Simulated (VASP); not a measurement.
# C (Fd-3m) in VASP: a series of runs

Runs on C. Level: PBEsol. Tasks: single point.

Everything below comes from runs of VASP 6.6.1. Logs are shortened: lines on timing, memory, paths and dates and some standing lists are left out, and cuts for length are marked.

## Step 1: The cell of the first run

It takes space group Fd-3m (No. 227, cubic). Conventional cell: a = 3.522 Å, b = 3.522 Å, c = 3.522 Å, α = 90.00°, β = 90.00°, γ = 90.00°. C (site symmetry -43m) has 4 C at 1.53 Å within 2.0 Å.

## Step 2: Single point, PBEsol (strained)

File INCAR:

```
ALGO = Normal ; EDIFF = 1E-6
ENCUT = 520 ; GGA = PS
ISIF = 2 ; ISMEAR = 0
LASPH = T ; LCHARG = T
LELF = T ; LREAL = F
LVHAR = T ; LWAVE = F
NBANDS = 11 ; NELM = 80
PREC = Accurate ; SIGMA = 0.02
```

File KPOINTS:

```
k-points
0
Gamma
  12 12 12
```

File POSCAR:

```
C
1.0
    0.0000000000      1.7611966700      1.7611966700
    1.7611966700      0.0000000000      1.7611966700
    1.7611966700      1.7611966700      0.0000000000
C
2
Direct
    0.5000000000      0.5000000000      0.5000000000
    0.7500000000      0.7500000000      0.7500000000
```

Potentials or basis: VASP PAW PBE potentials, release 64 (C).

On the command line:

```bash
$ cat potpaw_PBE.64/C/POTCAR > POTCAR
$ mpirun -np 1 vasp_std > vasp.out
```

OUTCAR:

```text
EDIFF = 1E-6
   ENCUT = 520
   GGA = PS
   ISIF = 2
   ISMEAR = 0
   LASPH = T
   LREAL = F
   NELM = 80
   PREC = Accurate

 ion  position               nearest neighbor table
   1  0.500  0.500  0.500-   2 1.53   2 1.53   2 1.53   2 1.53
   2  0.750  0.750  0.750-   1 1.53   1 1.53   1 1.53   1 1.53

  LATTYP: Found a face centered cubic cell.
 ALAT       =     3.5223933400

  Lattice vectors:

 A1 = (   0.0000000000,   1.7611966700,   1.7611966700)
 A2 = (   1.7611966700,   0.0000000000,   1.7611966700)
 A3 = (   1.7611966700,   1.7611966700,   0.0000000000)

Analysis of symmetry for initial positions (statically):
=====================================================================
 Subroutine PRICEL returns:
 Original cell was already a primitive cell.

 Routine SETGRP: Setting up the symmetry group for a
 face centered cubic supercell.

 Subroutine GETGRP returns: Found 48 space group operations
 (whereof 24 operations were pure point group operations)
 out of a pool of 48 trial point group operations.

The static configuration has the point symmetry T_d .
 The point group associated with its full space group is O_h .

Analysis of symmetry for dynamics (positions and initial velocities):
=====================================================================
 Subroutine PRICEL returns:
 Original cell was already a primitive cell.

 Routine SETGRP: Setting up the symmetry group for a
 face centered cubic supercell.

 Subroutine GETGRP returns: Found 48 space group operations
 (whereof 24 operations were pure point group operations)
 out of a pool of 48 trial point group operations.

The dynamic configuration has the point symmetry T_d .
 The point group associated with its full space group is O_h .

 Subroutine INISYM returns: Found 48 space group operations
 (whereof 24 operations are pure point group operations),
 and found     1 'primitive' translations

----------------------------------------------------------------------------------------

                                     Primitive cell

  volume of cell :      10.9258

  direct lattice vectors                    reciprocal lattice vectors
     0.000000000  1.761196670  1.761196670    -0.283897880  0.283897880  0.283897880
     1.761196670  0.000000000  1.761196670     0.283897880 -0.283897880  0.283897880
     1.761196670  1.761196670  0.000000000     0.283897880  0.283897880 -0.283897880

  length of vectors
     2.490708217  2.490708217  2.490708217     0.491725551  0.491725551  0.491725551

  position of ions in fractional coordinates (direct lattice)
     0.500000000  0.500000000  0.500000000
     0.750000000  0.750000000  0.750000000
[... 87 lines left out ...]
   PSTRESS=    0.0 pullay stress
   NELECT =       8.0000    total number of electrons
   NUPDOWN=      -1.0000    fix difference up-down
   EMIN   =  10.00;   EMAX   =-10.00  energy-range for DOS
   EFERMI =   0.00;   METHOD = LEGACY
   ISMEAR =     0;   SIGMA  =   0.02  broadening in eV -4-tet -1-fermi 0-gaus
   EFERMI_NEDOS =   21; number of points for ismear=-14 and -15
   IALGO  =     38    algorithm
   IMIX   =      4    mixing-type and parameters
     AMIX     =   0.40;   BMIX     =  1.00
     AMIX_MAG =   1.60;   BMIX_MAG =  1.00
  volume/ion in A,a.u.               =       5.46        36.87
  Fermi-wavevector in a.u.,A,eV,Ry     =   1.475549  2.788383 29.623215  2.177245
  Thomas-Fermi vector in A             =   2.590185
   LORBIT       =      0    0 simple, 1 ext, 2 COOP (PROOUT), +10 PAW based schemes
   GGA     = PS    functional components
   LHFCALC =     F    Hartree Fock is set to
   AEXX    =    0.0000 exact exchange contribution
   IVDW    =     0    specifies the selected vdW correction
   LEPSILON=     F    determine dielectric tensor
   LRPA    =     F    only Hartree local field effects (RPA)
 non-spin polarized calculation
 Gauss-broadening in eV      SIGMA  =   0.02
  energy-cutoff  :      520.00
  volume of cell :       10.93
 maximum number of plane-waves:       304
   NGX =  9   NGY =  9   NGZ =  9

 number of electron       7.9999999 magnetization

 Free energy of the ion-electron system (eV)
  ---------------------------------------------------
  ext. energy  EPLUGINS =         0.00000000
  ---------------------------------------------------
  free energy    TOTEN  =       -19.23578053 eV

  energy without entropy =      -19.23578053  energy(sigma->0) =      -19.23578053

 E-fermi :  10.4003     XC(G=0): -13.6190

 val. band max:       10.2598748099   @ k =   0.0000   0.0000   0.0000
 cond. band min:      14.3829628137   @ k =   0.3333   0.3333   0.0000
 fundamental gap:      4.1230880038
 Fermi energy:        10.4002615380

 k-point     1 :       0.0000    0.0000    0.0000
  band No.  band energies     occupation
      1     -11.7731      2.00000
      2      10.2599      2.00000
      3      10.2599      2.00000
      4      10.2599      2.00000
      5      15.9031      0.00000
      6      15.9031      0.00000
      7      15.9031      0.00000
      8      24.4942      0.00000
      9      29.7090      0.00000
     10      37.1477      0.00000
     11      37.1477      0.00000
[... 309 lines left out ...]
 k-point    24 :      -0.4167    0.1667    0.0000
  band No.  band energies     occupation
      1      -5.3288      2.00000
      2      -2.7205      2.00000
      3       4.6008      2.00000
      4       6.5209      2.00000
      5      17.8355      0.00000
      6      20.6754      0.00000
      7      21.9322      0.00000
      8      26.0482      0.00000
      9      29.9314      0.00000
     10      34.7046      0.00000
     11      35.3891      0.00000

 [... further k-points ...]

------------------------ aborting loop because EDIFF is reached ----------------------------------------

  FORCE on cell =-STRESS in cart. coord.  units (eV):
  Direction    XX          YY          ZZ          XY          YZ          ZX
  --------------------------------------------------------------------------------------
  -------------------------------------------------------------------------------------
  Total        0.9426481      0.9426481      0.9426481     -0.0000000     -0.0000000      0.0000000
  in kB      138.2313701    138.2313701    138.2313701     -0.0000000     -0.0000000      0.0000000
  external PRESSURE =     138.2313701 kB  Pullay stress =       0.0000000 kB

 VOLUME and BASIS-vectors are now :
 -----------------------------------------------------------------------------
  energy-cutoff  :      520.00
  volume of cell :       10.93
      direct lattice vectors                 reciprocal lattice vectors
     0.000000000  1.761196670  1.761196670    -0.283897880  0.283897880  0.283897880
     1.761196670  0.000000000  1.761196670     0.283897880 -0.283897880  0.283897880
     1.761196670  1.761196670  0.000000000     0.283897880  0.283897880 -0.283897880

 POSITION                                       TOTAL-FORCE (eV/Angst)
 -----------------------------------------------------------------------------------
      1.76120      1.76120      1.76120         0.000000      0.000000      0.000000
      2.64180      2.64180      2.64180        -0.000000     -0.000000     -0.000000
 -----------------------------------------------------------------------------------
    total drift:                                0.000000     -0.000000      0.000000

  FREE ENERGIE OF THE ION-ELECTRON SYSTEM (eV)
  ---------------------------------------------------
  free  energy   TOTEN  =       -19.2357805308 eV

  energy  without entropy=      -19.2357805308  energy(sigma->0) =      -19.23578053
```

stdout:

```text
POSCAR found type information on POSCAR C
 POSCAR found :  1 types and       2 ions
 scaLAPACK will be used
 -----------------------------------------------------------------------------
|                                                                             |
|                                                                             |
|     You enforced a specific xc type in the INCAR file but a different       |
|     I HOPE YOU KNOW WHAT YOU ARE DOING!                                     |
|                                                                             |
 -----------------------------------------------------------------------------

 LDA part: xc-table for (Slater+PW92), standard interpolation
 POSCAR, INCAR and KPOINTS ok, starting setup
 FFT: planning ... GRIDC
 FFT: planning ... GRID_SOFT
 FFT: planning ... GRID
 WAVECAR not read
 entering main loop
```

It took 14 s on 1 thread of Intel Xeon 8259CL, shared host; peak memory 0.12 GiB.

What came out:

* Free energy: -19.2358 eV
* Pressure: 13.8 GPa
* Band gap on the k mesh: 4.12 eV, indirect (least direct gap 5.64 eV)

Caveat: the cell differs from its parent crystal (strained); the PAW data sets were made with another functional, which shifts forces and pressure a little. A k mesh can miss the band edges.

## Step 3: Single point, PBEsol

This run uses another cell than the first one, of 5.61 Å³/atom, 1.027 times its volume.

File INCAR:

```
ALGO     = Normal         # electronic algorithm
EDIFF    = 1E-6           # SCF threshold, eV
ENCUT    = 520            # plane-wave cutoff, eV
GGA      = PS             # functional
ISIF     = 2              # what is computed and relaxed
ISMEAR   = 0              # smearing method
LASPH    = True           # aspherical terms in the spheres
LCHARG   = False          # write CHGCAR
LREAL    = False          # projectors in reciprocal space
LWAVE    = False          # write WAVECAR
NBANDS   = 11             # bands
NELM     = 100            # most SCF steps
PREC     = Accurate       # precision mode
SIGMA    = 0.02           # smearing width, eV
```

KPOINTS is that of step 2.

File POSCAR:

```
C
1.0
    0.0000000000      1.7769046139      1.7769046139
    1.7769046139      0.0000000000      1.7769046139
    1.7769046139      1.7769046139      0.0000000000
C
2
Direct
    0.5000000000      0.5000000000      0.5000000000
    0.7500000000      0.7500000000      0.7500000000
```

Potentials or basis: VASP PAW PBE potentials, release 64 (C).

On the command line:

```bash
$ cat potpaw_PBE.64/C/POTCAR > POTCAR
$ mpirun -np 1 vasp_std > vasp.out
```

OUTCAR:

```text
EDIFF = 1E-6
   ENCUT = 520
   GGA = PS
   ISIF = 2
   ISMEAR = 0
   LASPH = True
   LREAL = False
   NELM = 100
   PREC = Accurate

 ion  position               nearest neighbor table
   1  0.500  0.500  0.500-   2 1.54   2 1.54   2 1.54   2 1.54
   2  0.750  0.750  0.750-   1 1.54   1 1.54   1 1.54   1 1.54

  LATTYP: Found a face centered cubic cell.
 ALAT       =     3.5538092278

  Lattice vectors:

 A1 = (   0.0000000000,   1.7769046139,   1.7769046139)
 A2 = (   1.7769046139,   0.0000000000,   1.7769046139)
 A3 = (   1.7769046139,   1.7769046139,   0.0000000000)

Analysis of symmetry for initial positions (statically):
=====================================================================
 Subroutine PRICEL returns:
 Original cell was already a primitive cell.

 Routine SETGRP: Setting up the symmetry group for a
 face centered cubic supercell.

 Subroutine GETGRP returns: Found 48 space group operations
 (whereof 24 operations were pure point group operations)
 out of a pool of 48 trial point group operations.

The static configuration has the point symmetry T_d .
 The point group associated with its full space group is O_h .

Analysis of symmetry for dynamics (positions and initial velocities):
=====================================================================
 Subroutine PRICEL returns:
 Original cell was already a primitive cell.

 Routine SETGRP: Setting up the symmetry group for a
 face centered cubic supercell.

 Subroutine GETGRP returns: Found 48 space group operations
 (whereof 24 operations were pure point group operations)
 out of a pool of 48 trial point group operations.

The dynamic configuration has the point symmetry T_d .
 The point group associated with its full space group is O_h .

 Subroutine INISYM returns: Found 48 space group operations
 (whereof 24 operations are pure point group operations),
 and found     1 'primitive' translations

----------------------------------------------------------------------------------------

                                     Primitive cell

  volume of cell :      11.2208

  direct lattice vectors                    reciprocal lattice vectors
     0.000000000  1.776904614  1.776904614    -0.281388205  0.281388205  0.281388205
     1.776904614  0.000000000  1.776904614     0.281388205 -0.281388205  0.281388205
     1.776904614  1.776904614  0.000000000     0.281388205  0.281388205 -0.281388205

  length of vectors
     2.512922604  2.512922604  2.512922604     0.487378668  0.487378668  0.487378668

  position of ions in fractional coordinates (direct lattice)
     0.500000000  0.500000000  0.500000000
     0.750000000  0.750000000  0.750000000

  ion indices of the primitive-cell ions
   primitive index   ion index
                 1           1
                 2           2

----------------------------------------------------------------------------------------

 KPOINTS: k-points

Automatic generation of k-mesh.
 Grid dimensions read from file:
 generate k-points for:   12   12   12

 Generating k-lattice:

  Cartesian coordinates                     Fractional coordinates (reciprocal lattice)
    -0.023449017  0.023449017  0.023449017     0.083333333  0.000000000  0.000000000
     0.023449017 -0.023449017  0.023449017     0.000000000  0.083333333  0.000000000
     0.023449017  0.023449017 -0.023449017     0.000000000  0.000000000  0.083333333

  Length of vectors
     0.040614889  0.040614889  0.040614889

  Shift w.r.t. Gamma in fractional coordinates (k-lattice)
     0.000000000  0.000000000  0.000000000

 Subroutine IBZKPT returns following result:
 ===========================================

 Found     72 irreducible k-points:

 Following reciprocal coordinates:
            Coordinates               Weight
  0.000000  0.000000  0.000000      1.000000
  0.083333  0.000000  0.000000      8.000000
  0.166667  0.000000  0.000000      8.000000
  0.250000  0.000000  0.000000      8.000000
  0.333333  0.000000  0.000000      8.000000
  0.416667  0.000000  0.000000      8.000000
[... 16 lines left out ...]
  0.500000  0.166667  0.000000     24.000000
 -0.416667  0.166667  0.000000     24.000000
 [... further k-points ...]
   k-points           NKPTS =     72   k-points in BZ     NKDIM =     72   number of bands    NBANDS=     11
   number of dos      NEDOS =    301   number of ions     NIONS =      2
   total plane-waves  NPLWV =   8000
   dimension x,y,z NGX =    20 NGY =   20 NGZ =   20
   dimension x,y,z NGXF=    40 NGYF=   40 NGZF=   40
   ions per type =               2
   NGX,Y,Z   is equivalent  to a cutoff of  13.23, 13.23, 13.23 a.u.
   NGXF,Y,Z  is equivalent  to a cutoff of  26.46, 26.46, 26.46 a.u.
 SYSTEM =  unknown system
   PREC   = accura    normal or accurate (medium, high low for compatibility)
   ISTART =      0    job   : 0-new  1-cont  2-samecut
   ICHARG =      2    charge: 1-file 2-atom 10-const
   ISPIN  =      1    spin polarized calculation?
   LNONCOLLINEAR =      F non collinear calculations
   LSORBIT =      F    spin-orbit coupling
   LASPH  =      T    aspherical Exc in radial PAW
   ENCUT  =  520.0 eV  38.22 Ry    6.18 a.u.   4.67  4.67  4.67*2*pi/ulx,y,z
   NELM   =    100;   NELMIN=  2; NELMDL= -5     # of ELM steps
   EDIFF  = 0.1E-05   stopping-criterion for ELM
   LREAL  =      F    real-space projection
   EDIFFG = 0.1E-04   stopping-criterion for IOM
   NSW    =      0    number of steps for IOM
   IBRION =     -1    ionic relax: 0-MD 1-quasi-New 2-CG
   NFREE  =      0    steps in history (QN), initial steepest desc. (CG)
   ISIF   =      2    stress and relaxation
   ISYM   =      2    0-nonsym 1-usesym 2-fastsym
   POTIM  = 0.5000    time-step for ionic-motion
   TEBEG  =    0.0;   TEEND  =   0.0 temperature during run
   PSTRESS=    0.0 pullay stress
   NELECT =       8.0000    total number of electrons
   NUPDOWN=      -1.0000    fix difference up-down
   EMIN   =  10.00;   EMAX   =-10.00  energy-range for DOS
   EFERMI =   0.00;   METHOD = LEGACY
   ISMEAR =     0;   SIGMA  =   0.02  broadening in eV -4-tet -1-fermi 0-gaus
   EFERMI_NEDOS =   21; number of points for ismear=-14 and -15
   IALGO  =     38    algorithm
   IMIX   =      4    mixing-type and parameters
     AMIX     =   0.40;   BMIX     =  1.00
     AMIX_MAG =   1.60;   BMIX_MAG =  1.00
  volume/ion in A,a.u.               =       5.61        37.86
  Fermi-wavevector in a.u.,A,eV,Ry     =   1.462505  2.763734 29.101788  2.138921
  Thomas-Fermi vector in A             =   2.578710
   LORBIT       =      0    0 simple, 1 ext, 2 COOP (PROOUT), +10 PAW based schemes
   GGA     = PS    functional components
   LHFCALC =     F    Hartree Fock is set to
   AEXX    =    0.0000 exact exchange contribution
   IVDW    =     0    specifies the selected vdW correction
   LEPSILON=     F    determine dielectric tensor
   LRPA    =     F    only Hartree local field effects (RPA)
 non-spin polarized calculation
 Gauss-broadening in eV      SIGMA  =   0.02
  energy-cutoff  :      520.00
  volume of cell :       11.22
 maximum number of plane-waves:       311
   NGX =  9   NGY =  9   NGZ =  9

 number of electron       7.9999999 magnetization

 Free energy of the ion-electron system (eV)
  ---------------------------------------------------
  ext. energy  EPLUGINS =         0.00000000
  ---------------------------------------------------
  free energy    TOTEN  =       -19.24970033 eV

  energy without entropy =      -19.24970033  energy(sigma->0) =      -19.24970033

 E-fermi :  10.0324     XC(G=0): -13.4868

 val. band max:        9.8677438055   @ k =   0.0000   0.0000   0.0000
 cond. band min:      13.9283107661   @ k =   0.3333   0.3333   0.0000
 fundamental gap:      4.0605669605
 Fermi energy:        10.0323781497

 k-point     1 :       0.0000    0.0000    0.0000
  band No.  band energies     occupation
      1     -11.8013      2.00000
      2       9.8677      2.00000
      3       9.8677      2.00000
      4       9.8677      2.00000
      5      15.4368      0.00000
      6      15.4368      0.00000
      7      15.4368      0.00000
      8      23.4855      0.00000
      9      28.9659      0.00000
     10      36.4560      0.00000
     11      36.4561      0.00000
[... 309 lines left out ...]
 k-point    24 :      -0.4167    0.1667    0.0000
  band No.  band energies     occupation
      1      -5.5083      2.00000
      2      -2.8440      2.00000
      3       4.3216      2.00000
      4       6.2224      2.00000
      5      17.3357      0.00000
      6      20.1110      0.00000
      7      21.1882      0.00000
      8      25.3369      0.00000
      9      29.2219      0.00000
     10      34.0078      0.00000
     11      34.4773      0.00000

 [... further k-points ...]
[... 5 lines left out ...]
  --------------------------------------------------------------------------------------
  -------------------------------------------------------------------------------------
  Total        0.0772859      0.0772859      0.0772859     -0.0000000     -0.0000000     -0.0000000
  in kB       11.0354128     11.0354128     11.0354128     -0.0000000     -0.0000000     -0.0000000
  external PRESSURE =      11.0354128 kB  Pullay stress =       0.0000000 kB

 VOLUME and BASIS-vectors are now :
 -----------------------------------------------------------------------------
  energy-cutoff  :      520.00
  volume of cell :       11.22
      direct lattice vectors                 reciprocal lattice vectors
     0.000000000  1.776904614  1.776904614    -0.281388205  0.281388205  0.281388205
     1.776904614  0.000000000  1.776904614     0.281388205 -0.281388205  0.281388205
     1.776904614  1.776904614  0.000000000     0.281388205  0.281388205 -0.281388205

 POSITION                                       TOTAL-FORCE (eV/Angst)
 -----------------------------------------------------------------------------------
      1.77690      1.77690      1.77690        -0.000000     -0.000000     -0.000000
      2.66536      2.66536      2.66536         0.000000      0.000000      0.000000
 -----------------------------------------------------------------------------------
    total drift:                                0.000000     -0.000000      0.000000

  FREE ENERGIE OF THE ION-ELECTRON SYSTEM (eV)
  ---------------------------------------------------
  free  energy   TOTEN  =       -19.2497003340 eV

  energy  without entropy=      -19.2497003340  energy(sigma->0) =      -19.24970033
```

Wall time 14 s (1 thread of Intel Xeon 8259CL, shared host); peak memory 0.12 GiB.

Results:

| Quantity | Value |
| --- | --- |
| Free energy | -19.2497 eV |
| Pressure | 1.1 GPa |
| Band gap on the k mesh | 4.06 eV, indirect (least direct gap 5.57 eV) |

Caveat: the PAW data sets were made with another functional, which shifts forces and pressure a little.
